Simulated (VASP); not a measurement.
# AgCl (Fm-3m) in VASP: a series of runs

The runs below take AgCl through single point, with PBEsol, PBE.

All numbers are computed with VASP 6.6.1; they aren't measurements. Logs are shortened: lines on timing, memory, paths and dates and some standing lists are left out, and cuts for length are marked.

## Step 1: The cell of the first run

Symmetry: Fm-3m, No. 225, cubic system. Conventional cell: a = 5.577 Å, b = 5.577 Å, c = 5.577 Å, α = 90.00°, β = 90.00°, γ = 90.00°. Ag (site symmetry m-3m) has 6 Cl at 2.79 Å within 3.7 Å. Within 3.7 Å of Cl (site symmetry m-3m) lie 6 Ag at 2.79 Å.

## Step 2: Single point, PBEsol (21.69 Å³/atom)

The input, INCAR:

```
  ALGO = Normal
  EDIFF = 1E-6
  ENCUT = 520
  GGA = PS
  ISIF = 2
  ISMEAR = -1
  LASPH = T
  LCHARG = F
  LREAL = F
  LWAVE = F
  NBANDS = 16
  NELM = 60
  PREC = Accurate
  SIGMA = 0.05
```

The input, KPOINTS:

```
k-points
0
Gamma
  8 8 8
```

The input, POSCAR:

```
AgCl
1.0
    0.0000000000      2.7886410693      2.7886410693
    2.7886410693      0.0000000000      2.7886410693
    2.7886410693      2.7886410693      0.0000000000
Ag Cl
1 1
Direct
    0.0000000000      0.0000000000      0.0000000000
    0.5000000000      0.5000000000      0.5000000000
```

Potentials or basis: VASP PAW PBE potentials, release 64 (Ag, Cl).

Run with:

```console
> cat potpaw_PBE.64/Ag/POTCAR potpaw_PBE.64/Cl/POTCAR > POTCAR
> mpirun -np 1 vasp_std > vasp.out
```

OUTCAR:

```text
EDIFF = 1E-6
   ENCUT = 520
   GGA = PS
   ISIF = 2
   ISMEAR = -1
   LASPH = T
   LREAL = F
   NELM = 60
   PREC = Accurate

 ion  position               nearest neighbor table
   1  0.000  0.000  0.000-   2 2.79   2 2.79   2 2.79   2 2.79   2 2.79   2 2.79
   2  0.500  0.500  0.500-   1 2.79   1 2.79   1 2.79   1 2.79   1 2.79   1 2.79

  LATTYP: Found a face centered cubic cell.
 ALAT       =     5.5772821386

  Lattice vectors:

 A1 = (   0.0000000000,   2.7886410693,   2.7886410693)
 A2 = (   2.7886410693,   0.0000000000,   2.7886410693)
 A3 = (   2.7886410693,   2.7886410693,   0.0000000000)

Analysis of symmetry for initial positions (statically):
=====================================================================
 Subroutine PRICEL returns:
 Original cell was already a primitive cell.

 Routine SETGRP: Setting up the symmetry group for a
 face centered cubic supercell.

 Subroutine GETGRP returns: Found 48 space group operations
 (whereof 48 operations were pure point group operations)
 out of a pool of 48 trial point group operations.

The static configuration has the point symmetry O_h .

Analysis of symmetry for dynamics (positions and initial velocities):
=====================================================================
 Subroutine PRICEL returns:
 Original cell was already a primitive cell.

 Routine SETGRP: Setting up the symmetry group for a
 face centered cubic supercell.

 Subroutine GETGRP returns: Found 48 space group operations
 (whereof 48 operations were pure point group operations)
 out of a pool of 48 trial point group operations.

The dynamic configuration has the point symmetry O_h .

 Subroutine INISYM returns: Found 48 space group operations
 (whereof 48 operations are pure point group operations),
 and found     1 'primitive' translations

----------------------------------------------------------------------------------------

                                     Primitive cell

  volume of cell :      43.3718

  direct lattice vectors                    reciprocal lattice vectors
     0.000000000  2.788641069  2.788641069    -0.179298801  0.179298801  0.179298801
     2.788641069  0.000000000  2.788641069     0.179298801 -0.179298801  0.179298801
     2.788641069  2.788641069  0.000000000     0.179298801  0.179298801 -0.179298801

  length of vectors
     3.943734021  3.943734021  3.943734021     0.310554633  0.310554633  0.310554633

  position of ions in fractional coordinates (direct lattice)
     0.000000000  0.000000000  0.000000000
     0.500000000  0.500000000  0.500000000

  ion indices of the primitive-cell ions
   primitive index   ion index
                 1           1
                 2           2

----------------------------------------------------------------------------------------

 KPOINTS: k-points

Automatic generation of k-mesh.
 Grid dimensions read from file:
 generate k-points for:    8    8    8

 Generating k-lattice:

  Cartesian coordinates                     Fractional coordinates (reciprocal lattice)
    -0.022412350  0.022412350  0.022412350     0.125000000  0.000000000  0.000000000
     0.022412350 -0.022412350  0.022412350     0.000000000  0.125000000  0.000000000
     0.022412350  0.022412350 -0.022412350     0.000000000  0.000000000  0.125000000

  Length of vectors
     0.038819329  0.038819329  0.038819329

  Shift w.r.t. Gamma in fractional coordinates (k-lattice)
     0.000000000  0.000000000  0.000000000

 Subroutine IBZKPT returns following result:
 ===========================================

 Found     29 irreducible k-points:

 Following reciprocal coordinates:
            Coordinates               Weight
  0.000000  0.000000  0.000000      1.000000
  0.125000  0.000000  0.000000      8.000000
  0.250000  0.000000  0.000000      8.000000
  0.375000  0.000000  0.000000      8.000000
  0.500000  0.000000  0.000000      4.000000
  0.125000  0.125000  0.000000      6.000000
[... 16 lines left out ...]
  0.500000  0.250000  0.125000     48.000000
 -0.375000  0.250000  0.125000     24.000000
 [... further k-points ...]
   k-points           NKPTS =     29   k-points in BZ     NKDIM =     29   number of bands    NBANDS=     16
   number of dos      NEDOS =    301   number of ions     NIONS =      2
   total plane-waves  NPLWV =  27000
   dimension x,y,z NGX =    30 NGY =   30 NGZ =   30
   dimension x,y,z NGXF=    60 NGYF=   60 NGZF=   60
   ions per type =               1   1
   NGX,Y,Z   is equivalent  to a cutoff of  12.65, 12.65, 12.65 a.u.
   NGXF,Y,Z  is equivalent  to a cutoff of  25.29, 25.29, 25.29 a.u.
 SYSTEM =  unknown system
   PREC   = accura    normal or accurate (medium, high low for compatibility)
   ISTART =      0    job   : 0-new  1-cont  2-samecut
   ICHARG =      2    charge: 1-file 2-atom 10-const
   ISPIN  =      1    spin polarized calculation?
   LNONCOLLINEAR =      F non collinear calculations
   LSORBIT =      F    spin-orbit coupling
   LASPH  =      T    aspherical Exc in radial PAW
   ENCUT  =  520.0 eV  38.22 Ry    6.18 a.u.   7.33  7.33  7.33*2*pi/ulx,y,z
   NELM   =     60;   NELMIN=  2; NELMDL= -5     # of ELM steps
   EDIFF  = 0.1E-05   stopping-criterion for ELM
   LREAL  =      F    real-space projection
   EDIFFG = 0.1E-04   stopping-criterion for IOM
   NSW    =      0    number of steps for IOM
   IBRION =     -1    ionic relax: 0-MD 1-quasi-New 2-CG
   NFREE  =      0    steps in history (QN), initial steepest desc. (CG)
   ISIF   =      2    stress and relaxation
   ISYM   =      2    0-nonsym 1-usesym 2-fastsym
   POTIM  = 0.5000    time-step for ionic-motion
   TEBEG  =    0.0;   TEEND  =   0.0 temperature during run
   PSTRESS=    0.0 pullay stress
   NELECT =      18.0000    total number of electrons
   NUPDOWN=      -1.0000    fix difference up-down
   EMIN   =  10.00;   EMAX   =-10.00  energy-range for DOS
   EFERMI =   0.00;   METHOD = LEGACY
   ISMEAR =    -1;   SIGMA  =   0.05  broadening in eV -4-tet -1-fermi 0-gaus
   EFERMI_NEDOS =   21; number of points for ismear=-14 and -15
   IALGO  =     38    algorithm
   IMIX   =      4    mixing-type and parameters
     AMIX     =   0.40;   BMIX     =  1.00
     AMIX_MAG =   1.60;   BMIX_MAG =  1.00
  volume/ion in A,a.u.               =      21.69       146.34
  Fermi-wavevector in a.u.,A,eV,Ry     =   1.221133  2.307607 20.288550  1.491166
  Thomas-Fermi vector in A             =   2.356326
   LORBIT       =      0    0 simple, 1 ext, 2 COOP (PROOUT), +10 PAW based schemes
   GGA     = PS    functional components
   LHFCALC =     F    Hartree Fock is set to
   AEXX    =    0.0000 exact exchange contribution
   IVDW    =     0    specifies the selected vdW correction
   LEPSILON=     F    determine dielectric tensor
   LRPA    =     F    only Hartree local field effects (RPA)
 non-spin polarized calculation
  energy-cutoff  :      520.00
  volume of cell :       43.37
 maximum number of plane-waves:      1211
 NGX is ok and might be reduce to    30
   NGX = 15   NGY = 15   NGZ = 15

 number of electron      18.0000001 magnetization

 Free energy of the ion-electron system (eV)
  ---------------------------------------------------
  ext. energy  EPLUGINS =         0.00000000
  ---------------------------------------------------
  free energy    TOTEN  =        -6.02781242 eV

  energy without entropy =       -6.02780204  energy(sigma->0) =       -6.02780723

 E-fermi :   3.9489     XC(G=0): -10.1284

 val. band max:        3.5027655636   @ k =   0.5000   0.0000   0.0000
 cond. band min:       4.2383261679   @ k =   0.0000   0.0000   0.0000
 fundamental gap:      0.7355606042
 Fermi energy:         3.9489330519

 k-point     1 :       0.0000    0.0000    0.0000
  band No.  band energies     occupation
      1     -11.5283      2.00000
      2       1.0954      2.00000
      3       1.0954      2.00000
      4       1.0954      2.00000
      5       1.1337      2.00000
      6       1.1337      2.00000
[... 8 lines left out ...]
     15      16.5664      0.00000
     16      16.5664      0.00000

 k-point     2 :       0.1250    0.0000    0.0000
  band No.  band energies     occupation
      1     -11.4696      2.00000
      2       0.3998      2.00000
      3       0.4667      2.00000
      4       0.4667      2.00000
      5       1.1489      2.00000
      6       1.1489      2.00000
[... 8 lines left out ...]
     15      15.4042      0.00000
     16      15.9777      0.00000

 k-point     3 :       0.2500    0.0000    0.0000
  band No.  band energies     occupation
      1     -11.3219      2.00000
      2      -0.6262      2.00000
      3      -0.0974      2.00000
      4      -0.0974      2.00000
      5       1.2726      2.00000
      6       1.2726      2.00000
[... 8 lines left out ...]
     15      15.6813      0.00000
     16      15.8413      0.00000

 k-point     4 :       0.3750    0.0000    0.0000
  band No.  band energies     occupation
      1     -11.1649      2.00000
      2      -1.3962      2.00000
      3      -0.4571      2.00000
      4      -0.4571      2.00000
      5       1.4013      2.00000
      6       1.4013      2.00000
[... 8 lines left out ...]
     15      16.5710      0.00000
     16      16.5710      0.00000
[... 324 lines left out ...]
 k-point    22 :       0.3750    0.2500    0.1250
  band No.  band energies     occupation
      1     -11.2313      2.00000
      2      -0.9934      2.00000
      3      -0.1806      2.00000
      4       0.1796      2.00000
      5       1.1870      2.00000
      6       1.3846      2.00000
[... 8 lines left out ...]
     15      17.5679      0.00000
     16      18.6552      0.00000

 k-point    23 :       0.5000    0.2500    0.1250
  band No.  band energies     occupation
      1     -11.1190      2.00000
      2      -1.2012      2.00000
      3      -0.4678      2.00000
      4      -0.2178      2.00000
      5       1.3038      2.00000
      6       1.4630      2.00000
[... 8 lines left out ...]
     15      17.7847      0.00000
     16      18.4746      0.00000

 k-point    24 :      -0.3750    0.2500    0.1250
  band No.  band energies     occupation
      1     -11.0712      2.00000
      2      -1.2638      2.00000
      3      -0.5175      2.00000
      4      -0.4687      2.00000
      5       1.3905      2.00000
      6       1.4583      2.00000
[... 8 lines left out ...]
     15      16.8600      0.00000
     16      18.3416      0.00000

 [... further k-points ...]

------------------------ aborting loop because EDIFF is reached ----------------------------------------

  FORCE on cell =-STRESS in cart. coord.  units (eV):
  Direction    XX          YY          ZZ          XY          YZ          ZX
  --------------------------------------------------------------------------------------
  -------------------------------------------------------------------------------------
  Total       -0.9219452     -0.9219452     -0.9219452      0.0000000     -0.0000000      0.0000000
  in kB      -34.0571122    -34.0571122    -34.0571122      0.0000000     -0.0000000      0.0000000
  external PRESSURE =     -34.0571122 kB  Pullay stress =       0.0000000 kB

 VOLUME and BASIS-vectors are now :
 -----------------------------------------------------------------------------
  energy-cutoff  :      520.00
  volume of cell :       43.37
      direct lattice vectors                 reciprocal lattice vectors
     0.000000000  2.788641069  2.788641069    -0.179298801  0.179298801  0.179298801
     2.788641069  0.000000000  2.788641069     0.179298801 -0.179298801  0.179298801
     2.788641069  2.788641069  0.000000000     0.179298801  0.179298801 -0.179298801

 POSITION                                       TOTAL-FORCE (eV/Angst)
 -----------------------------------------------------------------------------------
      0.00000      0.00000      0.00000         0.000000      0.000000     -0.000000
      2.78864      2.78864      2.78864        -0.000000     -0.000000      0.000000
 -----------------------------------------------------------------------------------
    total drift:                               -0.000000      0.000000      0.000000

  FREE ENERGIE OF THE ION-ELECTRON SYSTEM (eV)
  ---------------------------------------------------
  free  energy   TOTEN  =        -6.0278124167 eV

  energy  without entropy=       -6.0278020402  energy(sigma->0) =       -6.02780723
```

Wall time 49 s (1 thread of Intel Xeon 8259CL, shared host); peak memory 0.18 GiB.

Results:

| Property | Result |
| --- | --- |
| Free energy | -6.0278 eV |
| Pressure | -3.4 GPa |
| Band gap on the k mesh | 0.74 eV (least direct gap 2.99 eV) |

Caveat: the cell stands under tension; the PAW data sets were made with another functional, which shifts forces and pressure a little. A k mesh can miss the band edges.

## Step 3: Single point, PBE (19.64 Å³/atom)

This run uses another cell than the first one, of 19.64 Å³/atom.

The input, INCAR:

```
ALGO = Normal
EDIFF = 1E-6
ENCUT = 520
GGA = PE
ISIF = 2
ISMEAR = -1
LASPH = True
LCHARG = False
LREAL = False
LWAVE = False
NBANDS = 16
NELM = 80
PREC = Accurate
SIGMA = 0.05
```

KPOINTS is that of step 2.

The input, POSCAR:

```
AgCl
1.0
    0.0000000000      2.6980360093      2.6980360093
    2.6980360093      0.0000000000      2.6980360093
    2.6980360093      2.6980360093      0.0000000000
Ag Cl
1 1
Direct
    0.0000000000      0.0000000000      0.0000000000
    0.5000000000      0.5000000000      0.5000000000
```

Potentials or basis: VASP PAW PBE potentials, release 64 (Ag, Cl).

Run with:

```console
> cat potpaw_PBE.64/Ag/POTCAR potpaw_PBE.64/Cl/POTCAR > POTCAR
> mpirun -np 1 vasp_std > vasp.out
```

OUTCAR:

```text
EDIFF = 1E-6
   ENCUT = 520
   GGA = PE
   ISIF = 2
   ISMEAR = -1
   LASPH = True
   LREAL = False
   NELM = 80
   PREC = Accurate

 ion  position               nearest neighbor table
   1  0.000  0.000  0.000-   2 2.70   2 2.70   2 2.70   2 2.70   2 2.70   2 2.70
   2  0.500  0.500  0.500-   1 2.70   1 2.70   1 2.70   1 2.70   1 2.70   1 2.70

  LATTYP: Found a face centered cubic cell.
 ALAT       =     5.3960720186

  Lattice vectors:

[... 641 lines left out ...]

------------------------ aborting loop because EDIFF is reached ----------------------------------------

  FORCE on cell =-STRESS in cart. coord.  units (eV):
  Direction    XX          YY          ZZ          XY          YZ          ZX
  --------------------------------------------------------------------------------------
  -------------------------------------------------------------------------------------
  Total        1.6041509      1.6041509      1.6041509      0.0000000      0.0000000     -0.0000000
  in kB       65.4308513     65.4308513     65.4308513      0.0000000      0.0000000     -0.0000000
  external PRESSURE =      65.4308513 kB  Pullay stress =       0.0000000 kB

 VOLUME and BASIS-vectors are now :
 -----------------------------------------------------------------------------
  energy-cutoff  :      520.00
  volume of cell :       39.28
      direct lattice vectors                 reciprocal lattice vectors
     0.000000000  2.698036009  2.698036009    -0.185319988  0.185319988  0.185319988
     2.698036009  0.000000000  2.698036009     0.185319988 -0.185319988  0.185319988
     2.698036009  2.698036009  0.000000000     0.185319988  0.185319988 -0.185319988

 POSITION                                       TOTAL-FORCE (eV/Angst)
 -----------------------------------------------------------------------------------
      0.00000      0.00000      0.00000        -0.000000     -0.000000     -0.000000
      2.69804      2.69804      2.69804         0.000000      0.000000      0.000000
 -----------------------------------------------------------------------------------
    total drift:                                0.000000      0.000000      0.000000

  FREE ENERGIE OF THE ION-ELECTRON SYSTEM (eV)
  ---------------------------------------------------
  free  energy   TOTEN  =        -5.3126420067 eV

  energy  without entropy=       -5.3126398523  energy(sigma->0) =       -5.31264093
```

stdout:

```text
POSCAR found type information on POSCAR AgCl
 POSCAR found :  2 types and       2 ions
 scaLAPACK will be used
 LDA part: xc-table for (Slater+PW92), standard interpolation
 POSCAR, INCAR and KPOINTS ok, starting setup
 FFT: planning ... GRIDC
 FFT: planning ... GRID_SOFT
 FFT: planning ... GRID
 WAVECAR not read
 entering main loop
```

Wall time 21 s (1 thread of Intel Xeon 8259CL, shared host); peak memory 0.16 GiB.

What came out:

| Quantity | Value |
| --- | --- |
| Free energy | -5.3126 eV |
| Pressure | 6.5 GPa |
| Band gap on the k mesh | 0.90 eV (least direct gap 3.47 eV) |

Caveat: the cell stands under pressure. A k mesh can miss the band edges.

(Continued in part 2 of 2.)
